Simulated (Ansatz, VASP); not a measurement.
**ZnS in VASP and in Ansatz**

INCAR

```
PREC = Accurate ; ENCUT = 520
EDIFF = 1E-6 ; ISMEAR = 0
SIGMA = 0.05 ; LREAL = F
LASPH = T ; NELM = 80
ALGO = Normal ; ISIF = 2
LWAVE = F ; LCHARG = F
GGA = PS ; NBANDS = 16
```

Contents of KPOINTS:

```
regular mesh
0
Gamma
  10 10 10
```

File POSCAR:

```
ZnS
1.0
    0.0000000000      2.6640802500      2.7046500000
    2.6640802500      0.0000000000      2.7046500000
    2.6640802500      2.6640802500      0.0000000000
Zn S
1 1
Direct
    0.0000000000      0.0000000000      0.0000000000
    0.7500000000      0.7500000000      0.7500000000
```

Input for Ansatz:

```yaml
crystal:
  lattice:
    - [0.0, 2.66408025, 2.70465]
    - [2.66408025, 0.0, 2.70465]
    - [2.66408025, 2.66408025, 0.0]
  atoms:
    - { symbol: Zn, position: [0.0, 0.0, 0.0] }
    - { symbol: S, position: [0.75, 0.75, 0.75] }
basis:
  ecutwfc: 420
kpoints:
  mp_grid: { grid: [10, 10, 10] }
hamiltonian:
  xc: pbesol
scf:
  occupations: { method: gaussian, width: 0.05 }
output:
  forces: true
  stress: true
  eigenvalues: true
```

Change from the starting cell: strain -0.015 along x and y, +0.000 along z, atoms carried along.

Alike in both runs: task single point; functional PBEsol; k mesh 10 × 10 × 10; occupations gaussian, width 0.05 eV; no spin polarisation.

```csv
,VASP,Ansatz
version,VASP 6.6.1,Ansatz 0.2.0
potentials or method,"VASP PAW PBE potentials, release 64 (Zn, S), cutoff 520 eV","scalar-relativistic, plane waves, PAW"
valence electrons in the cell,18,18
```

Ansatz gave:

* gap on the k mesh at the Fermi level (eV): 2.07
* least direct gap on the mesh (eV): 2.07
* pressure (GPa): 0.1
* traceless stress, the component that is largest in VASP (GPa): -0.44

Estimate VASP's values.

gap on the k mesh at the Fermi level (eV): 2.08; least direct gap on the mesh (eV): 2.08; pressure (GPa): 0.3; traceless stress, the component that is largest in VASP (GPa): -0.43.

VASP's potentials were made for PBE, not for PBEsol.
